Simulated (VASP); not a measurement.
# GdB (Fm-3m) in VASP: a series of runs

Runs on GdB. Level: PBEsol. Tasks: single point.

Everything below comes from runs of VASP 6.6.1. Logs are shortened: lines on timing, memory, paths and dates and some standing lists are left out, and cuts for length are marked.

**1. The cell of the first run**

The structure is cubic, space group Fm-3m (No. 225). Conventional cell: a = 5.238 Å, b = 5.238 Å, c = 5.238 Å, α = 90.00°, β = 90.00°, γ = 90.00°. Gd (site symmetry m-3m) has 6 B at 2.62 Å within 3.5 Å. B (site symmetry m-3m) has 6 Gd at 2.62 Å within 3.5 Å.

**2. Single point, PBEsol, collinear spin, ferromagnetic start (17.96 Å³/atom)**

INCAR

```
ALGO = Normal
EDIFF = 1E-6
ENCUT = 520
GGA = PS
ISIF = 2
ISMEAR = 0
ISPIN = 2
LASPH = True
LCHARG = False
LMAXMIX = 6
LORBIT = 11
LREAL = False
LWAVE = False
MAGMOM = 7.81 0
NBANDS = 22
NELM = 150
PREC = Accurate
SIGMA = 0.05
```

KPOINTS

```
k-points
0
Gamma
  10 10 10
```

POSCAR

```
GdB
1.0
    0.0000000000      2.6189264761      2.6189264761
    2.6189264761      0.0000000000      2.6189264761
    2.6189264761      2.6189264761      0.0000000000
Gd B
1 1
Direct
    0.5000000000      0.5000000000      0.5000000000
    0.0000000000      0.0000000000      0.0000000000
```

Potentials or basis: VASP PAW PBE potentials, release 64 (Gd, B).

Command:

```bash
$ cat potpaw_PBE.64/Gd/POTCAR potpaw_PBE.64/B/POTCAR > POTCAR
$ mpirun -np 1 vasp_std > vasp.out
```

OUTCAR:

```text
EDIFF = 1E-6
   ENCUT = 520
   GGA = PS
   ISIF = 2
   ISMEAR = 0
   ISPIN = 2
   LASPH = True
   LORBIT = 11
   LREAL = False
   NELM = 150
   PREC = Accurate

 ion  position               nearest neighbor table
   1  0.500  0.500  0.500-   2 2.62   2 2.62   2 2.62   2 2.62   2 2.62   2 2.62
   2  0.000  0.000  0.000-   1 2.62   1 2.62   1 2.62   1 2.62   1 2.62   1 2.62

  LATTYP: Found a face centered cubic cell.
 ALAT       =     5.2378529522

  Lattice vectors:

 A1 = (   0.0000000000,   2.6189264761,   2.6189264761)
 A2 = (   2.6189264761,   0.0000000000,   2.6189264761)
 A3 = (   2.6189264761,   2.6189264761,   0.0000000000)

Analysis of symmetry for initial positions (statically):
=====================================================================
 Subroutine PRICEL returns:
 Original cell was already a primitive cell.

 Routine SETGRP: Setting up the symmetry group for a
 face centered cubic supercell.

 Subroutine GETGRP returns: Found 48 space group operations
 (whereof 48 operations were pure point group operations)
 out of a pool of 48 trial point group operations.

The static configuration has the point symmetry O_h .

Analysis of symmetry for dynamics (positions and initial velocities):
=====================================================================
 Subroutine PRICEL returns:
 Original cell was already a primitive cell.

 Routine SETGRP: Setting up the symmetry group for a
 face centered cubic supercell.

 Subroutine GETGRP returns: Found 48 space group operations
 (whereof 48 operations were pure point group operations)
 out of a pool of 48 trial point group operations.

The dynamic configuration has the point symmetry O_h .

Analysis of structural, dynamic, and magnetic symmetry:
=====================================================================
 Subroutine PRICEL returns:
 Original cell was already a primitive cell.

 Routine SETGRP: Setting up the symmetry group for a
 face centered cubic supercell.

 Subroutine GETGRP returns: Found 48 space group operations
 (whereof 48 operations were pure point group operations)
 out of a pool of 48 trial point group operations.

The overall configuration has the point symmetry O_h .

 Subroutine INISYM returns: Found 48 space group operations
 (whereof 48 operations are pure point group operations),
 and found     1 'primitive' translations

----------------------------------------------------------------------------------------

                                     Primitive cell

  volume of cell :      35.9253

  direct lattice vectors                    reciprocal lattice vectors
     0.000000000  2.618926476  2.618926476    -0.190917922  0.190917922  0.190917922
     2.618926476  0.000000000  2.618926476     0.190917922 -0.190917922  0.190917922
     2.618926476  2.618926476  0.000000000     0.190917922  0.190917922 -0.190917922

  length of vectors
     3.703721341  3.703721341  3.703721341     0.330679541  0.330679541  0.330679541

  position of ions in fractional coordinates (direct lattice)
     0.500000000  0.500000000  0.500000000
     0.000000000  0.000000000  0.000000000

  ion indices of the primitive-cell ions
   primitive index   ion index
                 1           1
                 2           2

----------------------------------------------------------------------------------------

 KPOINTS: k-points

Automatic generation of k-mesh.
 Grid dimensions read from file:
 generate k-points for:   10   10   10

 Generating k-lattice:

  Cartesian coordinates                     Fractional coordinates (reciprocal lattice)
    -0.019091792  0.019091792  0.019091792     0.100000000  0.000000000  0.000000000
     0.019091792 -0.019091792  0.019091792     0.000000000  0.100000000  0.000000000
     0.019091792  0.019091792 -0.019091792     0.000000000  0.000000000  0.100000000

  Length of vectors
     0.033067954  0.033067954  0.033067954

  Shift w.r.t. Gamma in fractional coordinates (k-lattice)
     0.000000000  0.000000000  0.000000000

 Subroutine IBZKPT returns following result:
 ===========================================

 Found     47 irreducible k-points:

 Following reciprocal coordinates:
            Coordinates               Weight
  0.000000  0.000000  0.000000      1.000000
  0.100000  0.000000  0.000000      8.000000
  0.200000  0.000000  0.000000      8.000000
  0.300000  0.000000  0.000000      8.000000
  0.400000  0.000000  0.000000      8.000000
  0.500000  0.000000  0.000000      4.000000
[... 16 lines left out ...]
  0.300000  0.300000  0.000000      6.000000
  0.400000  0.300000  0.000000     24.000000
 [... further k-points ...]
   k-points           NKPTS =     47   k-points in BZ     NKDIM =     47   number of bands    NBANDS=     22
   number of dos      NEDOS =    301   number of ions     NIONS =      2
   total plane-waves  NPLWV =  21952
   dimension x,y,z NGX =    28 NGY =   28 NGZ =   28
   dimension x,y,z NGXF=    56 NGYF=   56 NGZF=   56
   ions per type =               1   1
   NGX,Y,Z   is equivalent  to a cutoff of  12.57, 12.57, 12.57 a.u.
   NGXF,Y,Z  is equivalent  to a cutoff of  25.14, 25.14, 25.14 a.u.
 SYSTEM =  unknown system
   PREC   = accura    normal or accurate (medium, high low for compatibility)
   ISTART =      0    job   : 0-new  1-cont  2-samecut
   ICHARG =      2    charge: 1-file 2-atom 10-const
   ISPIN  =      2    spin polarized calculation?
   LNONCOLLINEAR =      F non collinear calculations
   LSORBIT =      F    spin-orbit coupling
   LASPH  =      T    aspherical Exc in radial PAW
   ENCUT  =  520.0 eV  38.22 Ry    6.18 a.u.   6.89  6.89  6.89*2*pi/ulx,y,z
   NELM   =    150;   NELMIN=  2; NELMDL= -5     # of ELM steps
   EDIFF  = 0.1E-05   stopping-criterion for ELM
   LREAL  =      F    real-space projection
   EDIFFG = 0.1E-04   stopping-criterion for IOM
   NSW    =      0    number of steps for IOM
   IBRION =     -1    ionic relax: 0-MD 1-quasi-New 2-CG
   NFREE  =      0    steps in history (QN), initial steepest desc. (CG)
   ISIF   =      2    stress and relaxation
   ISYM   =      2    0-nonsym 1-usesym 2-fastsym
   POTIM  = 0.5000    time-step for ionic-motion
   TEBEG  =    0.0;   TEEND  =   0.0 temperature during run
   PSTRESS=    0.0 pullay stress
   NELECT =      21.0000    total number of electrons
[... 16 lines left out ...]
   IVDW    =     0    specifies the selected vdW correction
   LEPSILON=     F    determine dielectric tensor
   LRPA    =     F    only Hartree local field effects (RPA)
 spin polarized calculation
 Gauss-broadening in eV      SIGMA  =   0.05
  energy-cutoff  :      520.00
  volume of cell :       35.93
 maximum number of plane-waves:       982
   NGX = 13   NGY = 13   NGZ = 13

 number of electron      21.0000008 magnetization       8.2308490

 Free energy of the ion-electron system (eV)
  ---------------------------------------------------
  ext. energy  EPLUGINS =         0.00000000
  ---------------------------------------------------
  free energy    TOTEN  =       -18.28940077 eV

  energy without entropy =      -18.28515031  energy(sigma->0) =      -18.28727554

 E-fermi :   3.1764     XC(G=0): -11.0629

 val. band max:        3.1744522878   @ k =  -0.3000   0.3000   0.1000
 cond. band min:       3.1811529091   @ k =   0.2000   0.0000   0.0000
 fundamental gap:      0.0067006213
 Fermi energy:         3.1763767208

 spin component 1

 k-point     1 :       0.0000    0.0000    0.0000
  band No.  band energies     occupation
      1     -40.7919      1.00000
      2     -17.9561      1.00000
      3     -17.9561      1.00000
      4     -17.9561      1.00000
      5      -4.9064      1.00000
      6      -0.6258      1.00000
[... 14 lines left out ...]
     21      11.0774      0.00000
     22      12.5126      0.00000

 k-point     2 :       0.1000    0.0000    0.0000
  band No.  band energies     occupation
      1     -40.7873      1.00000
      2     -18.0253      1.00000
      3     -17.9626      1.00000
      4     -17.9626      1.00000
      5      -4.6897      1.00000
      6      -0.6326      1.00000
[... 14 lines left out ...]
     21      11.4413      0.00000
     22      13.0735      0.00000

 k-point     3 :       0.2000    0.0000    0.0000
  band No.  band energies     occupation
      1     -40.7750      1.00000
      2     -18.2010      1.00000
      3     -17.9795      1.00000
      4     -17.9795      1.00000
      5      -4.0892      1.00000
      6      -0.6501      1.00000
[... 14 lines left out ...]
     21      12.1855      0.00000
     22      14.4524      0.00000
[... 476 lines left out ...]
 k-point    23 :       0.3000    0.3000    0.0000
  band No.  band energies     occupation
      1     -40.7492      1.00000
      2     -18.3635      1.00000
      3     -18.1085      1.00000
      4     -18.1085      1.00000
      5      -3.3287      1.00000
      6      -0.5621      1.00000
[... 14 lines left out ...]
     21      14.9752      0.00000
     22      15.4037      0.00000

 k-point    24 :       0.4000    0.3000    0.0000
  band No.  band energies     occupation
      1     -40.7394      1.00000
      2     -18.4474      1.00000
      3     -18.1536      1.00000
      4     -18.1327      1.00000
      5      -3.1205      1.00000
      6      -0.5660      1.00000
[... 14 lines left out ...]
     21      13.7557      0.00000
     22      14.9115      0.00000

 [... further k-points ...]

 spin component 2

 k-point     1 :       0.0000    0.0000    0.0000
  band No.  band energies     occupation
      1     -37.5478      1.00000
      2     -15.5359      1.00000
      3     -15.5359      1.00000
      4     -15.5359      1.00000
      5      -3.9383      1.00000
      6       4.0820      0.00000
[... 14 lines left out ...]
     21      12.1043      0.00000
     22      13.8357      0.00000

 k-point     2 :       0.1000    0.0000    0.0000
  band No.  band energies     occupation
      1     -37.5418      1.00000
      2     -15.6230      1.00000
      3     -15.5435      1.00000
      4     -15.5435      1.00000
      5      -3.7085      1.00000
      6       3.8907      0.00000
[... 14 lines left out ...]
     21      12.4604      0.00000
     22      14.3856      0.00000

 k-point     3 :       0.2000    0.0000    0.0000
  band No.  band energies     occupation
      1     -37.5263      1.00000
      2     -15.8417      1.00000
      3     -15.5631      1.00000
      4     -15.5631      1.00000
      5      -3.0778      1.00000
      6       3.1812      0.44627
[... 14 lines left out ...]
     21      13.2012      0.00000
     22      15.7798      0.00000
[... 476 lines left out ...]
 k-point    23 :       0.3000    0.3000    0.0000
  band No.  band energies     occupation
      1     -37.4934      1.00000
      2     -16.0369      1.00000
      3     -15.7210      1.00000
      4     -15.7210      1.00000
      5      -2.3576      1.00000
      6       2.2247      1.00000
[... 14 lines left out ...]
     21      16.0777      0.00000
     22      16.9356      0.00000

 k-point    24 :       0.4000    0.3000    0.0000
  band No.  band energies     occupation
      1     -37.4810      1.00000
      2     -16.1375      1.00000
      3     -15.7760      1.00000
      4     -15.7500      1.00000
      5      -2.1858      1.00000
      6       2.4052      1.00000
[... 14 lines left out ...]
     21      15.2278      0.00000
     22      16.0654      0.00000

 [... further k-points ...]

------------------------ aborting loop because EDIFF is reached ----------------------------------------

  FORCE on cell =-STRESS in cart. coord.  units (eV):
  Direction    XX          YY          ZZ          XY          YZ          ZX
  --------------------------------------------------------------------------------------
  -------------------------------------------------------------------------------------
  Total        0.7128425      0.7128425      0.7128425      0.0000000     -0.0000000     -0.0000000
  in kB       31.7910039     31.7910039     31.7910039      0.0000000     -0.0000000     -0.0000000
  external PRESSURE =      31.7910039 kB  Pullay stress =       0.0000000 kB

 VOLUME and BASIS-vectors are now :
 -----------------------------------------------------------------------------
  energy-cutoff  :      520.00
  volume of cell :       35.93
      direct lattice vectors                 reciprocal lattice vectors
     0.000000000  2.618926476  2.618926476    -0.190917922  0.190917922  0.190917922
     2.618926476  0.000000000  2.618926476     0.190917922 -0.190917922  0.190917922
     2.618926476  2.618926476  0.000000000     0.190917922  0.190917922 -0.190917922

 POSITION                                       TOTAL-FORCE (eV/Angst)
 -----------------------------------------------------------------------------------
      2.61893      2.61893      2.61893        -0.000000     -0.000000     -0.000000
      0.00000      0.00000      0.00000         0.000000      0.000000      0.000000
 -----------------------------------------------------------------------------------
    total drift:                                0.000000      0.000000      0.000000

  FREE ENERGIE OF THE ION-ELECTRON SYSTEM (eV)
  ---------------------------------------------------
  free  energy   TOTEN  =       -18.2894007651 eV

  energy  without entropy=      -18.2851503063  energy(sigma->0) =      -18.28727554

 total charge

# of ion       s       p       d       f       tot
--------------------------------------------------
    1        2.048   5.591   0.663   6.941  15.243
    2        0.786   0.885   0.000   0.000   1.671
--------------------------------------------------
tot          2.834   6.476   0.663   6.941  16.915

 magnetization (x)

# of ion       s       p       d       f       tot
--------------------------------------------------
    1       -0.003  -0.018   0.243   6.827   7.049
    2       -0.003   0.259   0.000   0.000   0.256
--------------------------------------------------
tot         -0.006   0.241   0.243   6.827   7.305
```

Run time: 2.8 min. Hardware: 1 thread of AMD EPYC 9R45 (Zen 5), shared host; peak memory 0.2 GiB.

What came out:

```
Free energy                                           : -18.2894 eV
Pressure                                              : 3.2 GPa
Net moment                                            : 8.23 μB per cell
Site moments                                          : Gd +7.05; B +0.26 μB
Valence electrons inside the program's atomic spheres : Gd 15.24; B 1.67
```

Caveat: the cell stands under pressure; the PAW data sets were made with another functional, which shifts forces and pressure a little; spin-orbit coupling is left out, which moves the levels of the heavy elements; a cell with one magnetic atom can't hold antiferromagnetic order, which such compounds often take; semilocal functionals describe open f shells poorly, which spoils levels, moments and volumes. The state reached can hang on the start; a lower one may exist.

**3. Single point, PBEsol, collinear spin, ferromagnetic start (18.34 Å³/atom)**

This run uses another cell than the first one, of 18.34 Å³/atom.

INCAR

```
SYSTEM = GdB
PREC = Accurate
ENCUT = 520
EDIFF = 1E-6
ISMEAR = 0
SIGMA = 0.05
LREAL = .False.
LASPH = .True.
NELM = 150
ALGO = Normal
ISIF = 2
LWAVE = .False.
LCHARG = .False.
ISPIN = 2
MAGMOM = 7.8 0
LORBIT = 11
LMAXMIX = 6
GGA = PS
NBANDS = 22
```

KPOINTS

```
regular mesh
0
Gamma
  10 10 10
  0 0 0
```

POSCAR

```
GdB
1.0
    0.0000000000      2.6369886088      2.6369886088
    2.6369886088      0.0000000000      2.6369886088
    2.6369886088      2.6369886088      0.0000000000
Gd B
1 1
Direct
    0.5000000000      0.5000000000      0.5000000000
    0.0000000000      0.0000000000      0.0000000000
```

Potentials or basis: VASP PAW PBE potentials, release 64 (Gd, B).

Command:

```bash
$ cat potpaw_PBE.64/Gd/POTCAR potpaw_PBE.64/B/POTCAR > POTCAR
$ mpirun -np 1 vasp_std > vasp.out
```

Wall time 2.9 min (1 thread of AMD EPYC 9R45 (Zen 5), shared host); peak memory 0.2 GiB.

Results (log left out):

```
Free energy                                           : -18.3011 eV
Pressure                                              : 1.5 GPa
Net moment                                            : 8.19 μB per cell
Site moments                                          : Gd +7.04; B +0.25 μB
Valence electrons inside the program's atomic spheres : Gd 15.23; B 1.66
```

Levels at points of the mesh, in eV from the Fermi level:
Spin up:
```tsv
k point	band 12	band 13	band 14	band 15	band 16	band 17	band 18	band 19
(0.00, 0.00, 0.00)	-3.64	1.90	1.90	1.90	2.51	2.51	2.51	3.51
(0.50, 0.00, 0.00)	-3.64	-3.39	-1.29	-1.29	5.23	5.23	5.82	6.30
(0.50, 0.50, 0.00)	-3.68	-0.79	-0.68	1.49	1.49	5.11	6.38	6.38
```
Spin down:
```csv
k point,band 3,band 4,band 5,band 6,band 7,band 8,band 9,band 10
"(0.00, 0.00, 0.00)",-18.78,-18.78,-7.08,0.89,0.89,0.89,1.42,1.77
"(0.50, 0.00, 0.00)",-18.85,-18.85,-3.70,-2.82,-0.37,-0.37,1.47,1.54
"(0.50, 0.50, 0.00)",-19.04,-19.04,-5.60,0.33,0.38,0.93,0.93,1.58
```

Caveat: the PAW data sets were made with another functional, which shifts forces and pressure a little; spin-orbit coupling is left out, which moves the levels of the heavy elements; a cell with one magnetic atom can't hold antiferromagnetic order, which such compounds often take; semilocal functionals describe open f shells poorly, which spoils levels, moments and volumes. The state reached can hang on the start; a lower one may exist.

**4. Single point, PBEsol, collinear spin, ferromagnetic start (18.53 Å³/atom)**

This run uses another cell than the first one, of 18.53 Å³/atom.

INCAR

```
PREC = Accurate ; ENCUT = 520
EDIFF = 1E-6 ; ISMEAR = 0
SIGMA = 0.05 ; LREAL = F
LASPH = T ; NELM = 150
ALGO = Normal ; ISIF = 2
LWAVE = F ; LCHARG = T
ISPIN = 2 ; MAGMOM = 7.81 0
LORBIT = 11 ; LMAXMIX = 6
GGA = PS ; LELF = T
LVHAR = T ; NBANDS = 22
```

KPOINTS

```
Automatic mesh
0
Gamma
  10 10 10
```

POSCAR

```
GdB
1.0
    0.0000000000      2.6462846119      2.6462846119
    2.6462846119      0.0000000000      2.6462846119
    2.6462846119      2.6462846119      0.0000000000
Gd B
1 1
Direct
    0.5000000000      0.5000000000      0.5000000000
    0.0000000000      0.0000000000      0.0000000000
```

Command:

```bash
$ cat potpaw_PBE.64/Gd/POTCAR potpaw_PBE.64/B/POTCAR > POTCAR
$ mpirun -np 1 vasp_std > vasp.out
```

Wall time 2.9 min (1 thread of AMD EPYC 9R45 (Zen 5), shared host); peak memory 0.2 GiB.

The run converged. Its results:

* Free energy: -18.3043 eV
* Pressure: 0.9 GPa
* Net moment: 8.13 μB per cell
* Site moments: Gd +7.03; B +0.24 μB
* Valence electrons inside the program's atomic spheres: Gd 15.22; B 1.65

Levels at points of the mesh, in eV from the Fermi level:
Spin up:
```
           k point  band 13  band 14  band 15  band 16  band 17  band 18
(0.00, 0.00, 0.00)     1.92     1.92     1.92     2.51     2.51     2.51
(0.50, 0.00, 0.00)    -3.41    -1.24    -1.24     5.20     5.20     5.79
(0.50, 0.50, 0.00)    -0.79    -0.62     1.48     1.48     5.07     6.33
```
Spin down:
| k point | band 3 | band 4 | band 5 | band 6 | band 7 | band 8 | band 9 | band 10 |
| --- | --- | --- | --- | --- | --- | --- | --- | --- |
| (0.00, 0.00, 0.00) | -18.81 | -18.81 | -7.06 | 0.88 | 0.88 | 0.88 | 1.40 | 1.74 |
| (0.50, 0.00, 0.00) | -18.88 | -18.88 | -3.74 | -2.81 | -0.36 | -0.36 | 1.45 | 1.52 |
| (0.50, 0.50, 0.00) | -19.06 | -19.06 | -5.58 | 0.29 | 0.39 | 0.91 | 0.91 | 1.56 |

Caveat: the PAW data sets were made with another functional, which shifts forces and pressure a little; spin-orbit coupling is left out, which moves the levels of the heavy elements; a cell with one magnetic atom can't hold antiferromagnetic order, which such compounds often take; semilocal functionals describe open f shells poorly, which spoils levels, moments and volumes.

**5. Overview**

```csv
cell,gap on the mesh (eV),pressure (GPa),moment (μB)
"a = 3.704 Å, angles 60.0°, 2 atoms",none,3.2,8.23
"a = 3.729 Å, angles 60.0°, 2 atoms",none,1.5,8.19
"a = 3.742 Å, angles 60.0°, 2 atoms",none,0.9,8.13
```

Alike in all rows: task single point; level PBEsol; potentials or basis VASP PAW PBE potentials, release 64 (Gd, B); spin collinear, ferromagnetic start; k mesh 10 × 10 × 10; cutoff (eV) 520; smearing gaussian 0.05 eV.

Caveats: the PAW data sets were made with another functional, which shifts forces and pressure a little; spin-orbit coupling is left out, which moves the levels of the heavy elements; a cell with one magnetic atom can't hold antiferromagnetic order, which such compounds often take; semilocal functionals describe open f shells poorly, which spoils levels, moments and volumes; the cell stands under pressure (at least some runs).

Total energies depend on the potentials used, so only differences within one code and one set of settings carry meaning.
